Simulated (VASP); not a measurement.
Input of a VASP 6.6.1 run:

INCAR

```
SYSTEM = Sr
  PREC = Accurate
  ENCUT = 520
  EDIFF = 1E-6
  ISMEAR = -1
  SIGMA = 0.1
  LREAL = .False.
  LASPH = .True.
  NELM = 100
  ALGO = Normal
  ISIF = 2
  LWAVE = .False.
  LCHARG = .False.
  GGA = CA
  NBANDS = 17
```

KPOINTS

```
Automatic mesh
0
Gamma
  10 10 6
  0 0 0
```

POSCAR

```
Sr
1.0
    4.1573492596      0.0000000000      0.0000000000
   -2.0786746298      3.6003700712      0.0000000000
    0.0000000000      0.0000000000      6.8093443126
Sr
2
Direct
    0.3333333333      0.6666666667      0.2500000000
    0.6666666667      0.3333333333      0.7500000000
```

Potentials or basis: VASP PAW LDA potentials, release 64 (Sr_sv).

Launch:

```console
$ cat potpaw_LDA.64/Sr_sv/POTCAR > POTCAR
$ mpirun -np 1 vasp_std > vasp.out
```

(1) What does it give for the band gap on the k mesh?

(2) Predict the pressure.

## Answers

(1) zero (bands 10 and 11 overlap by 0.12 eV).

(2) -0.5 GPa.
